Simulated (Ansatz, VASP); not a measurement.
# P: VASP beside Ansatz

```xyz
1
Lattice="-1.5034 1.5034 1.5034 1.5034 -1.5034 1.5034 1.5034 1.5034 -1.5034" Properties=species:S:1:pos:R:3 pbc="T T T"
P     0.0000    0.0000    0.0000
```

Alike in both runs: task single point; functional LDA; k mesh 15 × 15 × 15; occupations fermi-dirac, width 0.1 eV; non-collinear spin, spin-orbit coupling.

|  | VASP | Ansatz |
| --- | --- | --- |
| version | VASP 6.6.1 | Ansatz 0.2.0 |
| potentials or method | VASP PAW LDA potentials, release 64 (P), cutoff 520 eV | plane waves (420 eV) with PAW, fully relativistic with spin-orbit coupling |
| valence electrons in the cell | 5 | 5 |

```csv
,VASP,Ansatz,Ansatz less VASP
net moment per atom (μB),0.00,0.00,0.000
```

Ansatz warns that its potentials were made for another functional, while VASP's fit it. LDA's correlation is that of Perdew and Zunger in VASP and of Perdew and Wang (1992) in Ansatz.
